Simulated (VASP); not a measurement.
# BeCd3S2: single point with PBE

BeCd3S2:

```
CELL_PARAMETERS angstrom
6.83843 0.00000 0.00000
-3.41922 5.92226 0.00000
0.00000 0.00000 3.77318
ATOMIC_POSITIONS crystal
Be 0.00000 0.00000 0.00000
Cd 0.00000 0.50000 0.50000
Cd 0.50000 0.50000 0.50000
Cd 0.50000 0.00000 0.50000
S 0.66667 0.33333 0.00000
S 0.33333 0.66667 0.00000
```

The cell was built from a structure type or drawn by symmetry, and may not be a known phase.

```yaml
Program: VASP 6.6.1
Task: single point
Functional: PBE
Potentials_or_basis: VASP PAW PBE potentials, release 64 (Be, Cd, S)
Cutoff: 520 eV
k_mesh: 3 × 3 × 6
Occupations: gaussian, width 0.1 eV
Spin: no spin polarisation
Dipole_correction: no
Further_INCAR_settings: ALGO = Normal; EDIFF = 1e-06; NBANDS = 34
```

The pressure is 0.1 GPa and the band gap on the k mesh is zero (bands 25 and 26 overlap by 1.48 eV).

Stress tensor (GPa, compression positive):
```
0.03 0.00 0.00
0.00 0.03 0.00
0.00 0.00 0.11
```

Levels at points of the mesh, in eV from the Fermi level:
```csv
k point,band 22,band 23,band 24,band 25,band 26,band 27,band 28,band 29
"(0.00, 0.00, 0.00)",-3.36,-3.14,-1.29,-0.21,0.57,0.57,2.39,3.29
"(0.00, 0.00, 0.50)",-1.86,-1.86,-1.26,-0.64,-0.64,0.29,1.22,1.22
```

Run time: 3.2 min on 1 thread of Intel Xeon 8259CL, on a shared host, peak memory 0.29 GiB.
